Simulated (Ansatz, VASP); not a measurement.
**PbO2 in VASP and in Ansatz**

Contents of INCAR:

```
ALGO     = Normal         # electronic algorithm
EDIFF    = 1E-7           # SCF threshold, eV
EDIFFG   = -0.05          # ionic threshold
ENCUT    = 600            # plane-wave cutoff, eV
GGA      = PE             # functional
IBRION   = 2              # ionic algorithm
ISIF     = 3              # what is computed and relaxed
ISMEAR   = 0              # smearing method
LASPH    = True           # aspherical terms in the spheres
LCHARG   = False          # write CHGCAR
LREAL    = False          # projectors in reciprocal space
LWAVE    = False          # write WAVECAR
NELM     = 100            # most SCF steps
NSW      = 80             # ionic steps
PREC     = Accurate       # precision mode
SIGMA    = 0.1            # smearing width, eV
```

File KPOINTS:

```
k-points
0
Gamma
  6 6 4
```

Contents of POSCAR:

```
PbO2
1.0
    3.1657285639      0.0000000000      0.0000000000
   -1.5828642819      2.7416013578      0.0000000000
    0.0000000000      0.0000000000      5.7000210387
Pb O
1 2
Direct
    0.0000000000      0.0000000000      0.0000000000
    0.6666666667      0.3333333333      0.7712614522
    0.3333333333      0.6666666667      0.2287385478
```

Input for Ansatz:

```yaml
crystal:
  lattice:
    - [3.1657285639, 0.0, 0.0]
    - [-1.5828642819, 2.7416013578, 0.0]
    - [0.0, 0.0, 5.7000210387]
  atoms:
    - { symbol: Pb, position: [0.0, 0.0, 0.0] }
    - { symbol: O, position: [0.6666666667, 0.3333333333, 0.7712614522] }
    - { symbol: O, position: [0.3333333333, 0.6666666667, 0.2287385478] }
basis:
  ecutwfc: 420
kpoints:
  mp_grid: { grid: [6, 6, 4] }
hamiltonian:
  xc: pbe
scf:
  occupations: { method: gaussian, width: 0.1 }
output:
  forces: true
  stress: true
  eigenvalues: true
relax:
  adjacent_minimum: "off"
  f_tol: 0.05
  max_steps: 60
  cell: { stress_tol: 0.5 }
```

Alike in both runs: task relaxation of cell and atoms; functional PBE; k mesh 6 × 6 × 4; occupations gaussian, width 0.1 eV; no spin polarisation.

|  | VASP | Ansatz |
| --- | --- | --- |
| version | VASP 6.6.1 | Ansatz 0.2.0 |
| potentials or method | VASP PAW PBE potentials, release 64 (Pb_d, O), cutoff 600 eV | scalar-relativistic, plane waves, PAW |
| valence electrons in the cell | 26 | 26 |

VASP gave:

* gap on the k mesh at the Fermi level, each at its own relaxed structure (eV): 0.77
* relaxed volume (Å³/atom): 17.31
* relaxed cell length with the largest relative difference (Å): 5.133

Q: What did Ansatz give for the same quantities?

A: gap on the k mesh at the Fermi level, each at its own relaxed structure (eV): 0.98; relaxed volume (Å³/atom): 18.40; relaxed cell length with the largest relative difference (Å): 5.484.

One of these differences is far larger than is usual between the two programs; its cause wasn't traced.

Neither program's run includes spin-orbit coupling.
